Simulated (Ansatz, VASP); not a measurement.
# Two plane-wave programs on NbTe

```
Te Nb
1.0
     3.70297    0.00000    0.00000
    -1.85149    3.20687    0.00000
     0.00000    0.00000    3.69421
Te Nb
1 1
Direct
  0.66667 0.33333 0.00000
  0.00000 0.00000 0.50000
```

Alike in both runs: functional PBEsol; k mesh 8 × 8 × 7; occupations fermi-dirac, width 0.05 eV; no spin polarisation.

|  | VASP | Ansatz |
| --- | --- | --- |
| version | VASP 6.6.1 | Ansatz 0.2.0 |
| potentials or method | VASP PAW PBE potentials, release 64 (Te, Nb_sv) | Ansatz PAW |
| plane-wave cutoff (eV) | 520 | 420 |
| valence electrons in the cell | 19 | 29 |
| task | single point | band structure |

Ansatz gave:

- gap on the k mesh at the Fermi level (eV): none
- pressure (GPa): -5.2

Q: Which values does VASP return?

A: gap on the k mesh at the Fermi level (eV): none; pressure (GPa): -5.3.

VASP's potentials were made for PBE, not for PBEsol. A gap of «none» marks a metal or a gap that the smearing closes. The functional is the same, so the differences come from potentials, cutoffs and numerics. VASP's potentials hold 19 valence electrons a cell and Ansatz's 29, so a difference there can come from the potentials and not from the codes.

Neither program's run includes spin-orbit coupling.
